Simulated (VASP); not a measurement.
Input of a VASP 6.6.1 run:

The input INCAR:

```
  PREC = Accurate
  ENCUT = 520
  EDIFF = 1E-7
  ISMEAR = -1
  SIGMA = 0.05
  LREAL = False
  LASPH = True
  NELM = 150
  ALGO = Normal
  ISIF = 2
  LWAVE = False
  LCHARG = False
  ISPIN = 2
  MAGMOM = 2 0
  LORBIT = 11
  LMAXMIX = 4
  GGA = PE
  NBANDS = 18
```

Contents of KPOINTS:

```
regular mesh
0
Gamma
  16 16 16
```

Contents of POSCAR:

```
CoO
1.0
    0.0000000000      2.1456163054      2.1456163054
    2.1456163054      0.0000000000      2.1456163054
    2.1456163054      2.1456163054      0.0000000000
Co O
1 1
Direct
    0.0000000000      0.0000000000      0.0000000000
    0.5000000000      0.5000000000      0.5000000000
```

Potentials or basis: VASP PAW PBE potentials, release 64 (Co, O).

Launch:

```console
$ cat potpaw_PBE.64/Co/POTCAR potpaw_PBE.64/O/POTCAR > POTCAR
$ mpirun -np 1 vasp_std > vasp.out
```

What does it give for the site moments?

Co +2.59; O +0.31 μB.

What does it give for the net moment?

2.95 μB per cell.

Caveat: a cell with one magnetic atom can't hold antiferromagnetic order, which such compounds often take.
